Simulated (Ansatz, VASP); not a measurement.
**Two plane-wave programs on ScAl4As**

```xyz
6
Lattice="0.0000 4.5208 4.5208 4.5208 0.0000 4.5208 4.5208 4.5208 0.0000" Properties=species:S:1:pos:R:3 pbc="T T T"
Sc    4.5208    4.5208    4.5208
Al    0.8997    0.8997    0.8997
Al    3.6211    3.6211    0.8997
Al    3.6211    0.8997    3.6211
Al    0.8997    3.6211    3.6211
As    2.2604    2.2604    2.2604
```

Alike in both runs: functional PBE; k mesh 4 × 4 × 4; occupations gaussian, width 0.1 eV; no spin polarisation.

Ansatz relaxed the structure, and its values are those at the end. VASP's run is a single point on that final structure, the one shown.

|  | VASP | Ansatz |
| --- | --- | --- |
| version | VASP 6.6.1 | Ansatz 0.2.0 |
| potentials or method | VASP PAW PBE potentials, release 64 (Sc_sv, Al, As), cutoff 520 eV | scalar-relativistic, plane waves, PAW |
| valence electrons in the cell | 28 | 38 |

|  | VASP | Ansatz | Ansatz less VASP |
| --- | --- | --- | --- |
| gap on the k mesh at the Fermi level (eV) | none | none | - |
| pressure (GPa) | 0.3 | 0.3 | -0.04 |
| rms of the force components (eV/Å) | 0.020 | 0.010 | -0.0093 |

A gap of «none» marks a metal or a gap that the smearing closes. With one functional, cell and mesh, what is left measures potentials, basis and numerics. VASP's potentials hold 28 valence electrons a cell and Ansatz's 38, so a difference there can come from the potentials and not from the codes.
